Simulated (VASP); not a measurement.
Here is a VASP 6.6.1 calculation.

The input INCAR:

```
SYSTEM = SnO2
PREC = Accurate ; ENCUT = 520
EDIFF = 1E-7 ; ISMEAR = -1
SIGMA = 0.02 ; LREAL = .False.
LASPH = .True. ; NELM = 80
ALGO = Normal ; ISIF = 2
LWAVE = .False. ; LCHARG = .True.
GGA = PE ; LELF = .True.
LVHAR = .True. ; NBANDS = 35
```

Contents of KPOINTS:

```
regular mesh
0
Gamma
  7 7 9
  0 0 0
```

Contents of POSCAR:

```
SnO2
1.0
    4.7380000000      0.0000000000      0.0000000000
    0.0000000000      4.7380000000      0.0000000000
    0.0000000000      0.0000000000      3.1227700000
Sn O
2 4
Direct
    0.0000000000      0.0000000000      0.0000000000
    0.5000000000      0.5000000000      0.5000000000
    0.3043015994      0.3043015994      0.0000000000
    0.1956984006      0.8043015994      0.5000000000
    0.6956984006      0.6956984006      0.0000000000
    0.8043015994      0.1956984006      0.5000000000
```

Potentials or basis: VASP PAW PBE potentials, release 64 (Sn_d, O).

Run with:

```sh
$ cat potpaw_PBE.64/Sn_d/POTCAR potpaw_PBE.64/O/POTCAR > POTCAR
$ mpirun -np 1 vasp_std > vasp.out
```

(1) What does it give for the largest force?

(2) What does it give for the pressure?

## Answers

(1) 0.021 eV/Å.

(2) 17.0 GPa.

Caveat: the cell differs from its parent crystal (z stretched by -2 %, then relaxed in part).
